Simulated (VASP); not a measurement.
# I: single point with PBE

I:

```
CELL_PARAMETERS angstrom
1.87839 -1.08449 3.07321
0.00000 2.16897 3.07321
-1.87839 -1.08449 3.07321
ATOMIC_POSITIONS crystal
I 0.25000 0.25000 0.25000
I 0.75000 0.75000 0.75000
```

This cell differs from its parent crystal: volume scaled by 0.45.

- Program: VASP 6.6.1
- Task: single point
- Functional: PBE
- Potentials or basis: VASP PAW PBE potentials, release 64 (I)
- Cutoff: 520 eV
- k mesh: 11 × 11 × 11
- Occupations: fermi-dirac, width 0.1 eV
- Spin: no spin polarisation
- Dipole correction: no
- Further INCAR settings: ALGO = Normal; EDIFF = 1e-06; NBANDS = 14

The pressure is 111.1 GPa. The band gap on the k mesh is zero (band 7 reaches 18.73 eV, above the bottom of band 8 at 12.56 eV).

Stress tensor (GPa, compression positive):
```
110.95   0.00   0.00
  0.00 110.95   0.00
  0.00   0.00 111.36
```

Levels at points of the mesh, in eV from the Fermi level:
```tsv
k point	band 4	band 5	band 6	band 7	band 8	band 9	band 10	band 11
(0.00, 0.00, 0.00)	-7.29	-7.29	-0.41	-0.41	-0.40	1.40	1.44	1.44
```

Run time: 50 s on 1 thread of Intel(R) Xeon(R) Platinum 8259CL CPU @ 2.50GHz (Skylake/Cascade Lake), on a shared host, peak memory 0.2 GiB.

Caveat: spin-orbit coupling is left out, which moves the levels of the heavy elements.
